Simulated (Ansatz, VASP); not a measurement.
**Ru3Pt in VASP and in Ansatz**

The input INCAR:

```
SYSTEM = Ru3Pt
PREC = Accurate ; ENCUT = 520
EDIFF = 1E-6 ; ISMEAR = 0
SIGMA = 0.1 ; LREAL = .False.
LASPH = .True. ; NELM = 100
ALGO = Normal ; ISIF = 2
LWAVE = .False. ; LCHARG = .True.
GGA = PE ; LELF = .True.
LVHAR = .True. ; NBANDS = 62
```

KPOINTS

```
Automatic mesh
0
Gamma
  4 4 4
  0 0 0
```

File POSCAR:

```
Ru3Pt
1.0
    4.7859546500      0.0000000000      0.0000000000
    0.0000000000      4.7859546500      0.0000000000
    0.0000000000      0.0000000000      4.7859546500
Ru Pt
6 2
Direct
    0.2500000000      0.0000000000      0.5000000000
    0.7500000000      0.0000000000      0.5000000000
    0.5000000000      0.2500000000      0.0000000000
    0.5000000000      0.7500000000      0.0000000000
    0.0000000000      0.5000000000      0.2500000000
    0.0000000000      0.5000000000      0.7500000000
    0.0000000000      0.0000000000      0.0000000000
    0.5000000000      0.5000000000      0.5000000000
```

Input for Ansatz:

```yaml
crystal:
  lattice:
    - [4.78595465, 0.0, 0.0]
    - [0.0, 4.78595465, 0.0]
    - [0.0, 0.0, 4.78595465]
  atoms:
    - { symbol: Ru, position: [0.25, 0.0, 0.5] }
    - { symbol: Ru, position: [0.75, 0.0, 0.5] }
    - { symbol: Ru, position: [0.5, 0.25, 0.0] }
    - { symbol: Ru, position: [0.5, 0.75, 0.0] }
    - { symbol: Ru, position: [0.0, 0.5, 0.25] }
    - { symbol: Ru, position: [0.0, 0.5, 0.75] }
    - { symbol: Pt, position: [0.0, 0.0, 0.0] }
    - { symbol: Pt, position: [0.5, 0.5, 0.5] }
basis:
  ecutwfc: 420
kpoints:
  mp_grid: { grid: [4, 4, 4] }
hamiltonian:
  xc: pbe
scf:
  occupations: { method: gaussian, width: 0.1 }
  lower_state_search: "off"
output:
  forces: true
  stress: true
  eigenvalues: true
```

Alike in both runs: task single point; functional PBE; k mesh 4 × 4 × 4; occupations gaussian, width 0.1 eV; no spin polarisation.

```csv
,VASP,Ansatz
version,VASP 6.6.1,Ansatz 0.2.0
potentials or method,"VASP PAW PBE potentials, release 64 (Ru_pv, Pt), cutoff 520 eV","scalar-relativistic, plane waves, PAW"
valence electrons in the cell,104,132
```

|  | VASP | Ansatz | Ansatz less VASP |
| --- | --- | --- | --- |
| gap on the k mesh at the Fermi level (eV) | none | none | - |
| pressure (GPa) | 20.2 | 20.4 | +0.14 |

A gap of «none» marks a metal or a gap that the smearing closes. VASP's potentials hold 104 valence electrons a cell and Ansatz's 132, so a difference there can come from the potentials and not from the codes.

Neither program's run includes spin-orbit coupling.
